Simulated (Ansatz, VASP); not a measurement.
# CdS: VASP beside Ansatz

```
CELL_PARAMETERS angstrom
0.00000 2.94295 2.94295
2.94295 0.00000 2.94295
2.94295 2.94295 0.00000
ATOMIC_POSITIONS crystal
Cd 0.00000 0.00000 0.00000
S 0.25000 0.25000 0.25000
```

Alike in both runs: task single point; functional PBEsol; k mesh 6 × 6 × 6; occupations gaussian, width 0.1 eV; no spin polarisation.

|  | VASP | Ansatz |
| --- | --- | --- |
| version | VASP 6.6.1 | Ansatz 0.2.0 |
| potentials or method | VASP PAW PBE potentials, release 64 (Cd, S), cutoff 500 eV | scalar-relativistic, plane waves, PAW |
| valence electrons in the cell | 18 | 26 |

```csv
,VASP,Ansatz,Ansatz less VASP
gap on the k mesh at the Fermi level (eV),0.95,0.95,-0.003
least direct gap on the mesh (eV),0.95,0.95,-0.003
pressure (GPa),-1.5,-1.8,-0.34
```

VASP's potentials were made for PBE, not for PBEsol. VASP's potentials hold 18 valence electrons a cell and Ansatz's 26, so a difference there can come from the potentials and not from the codes.
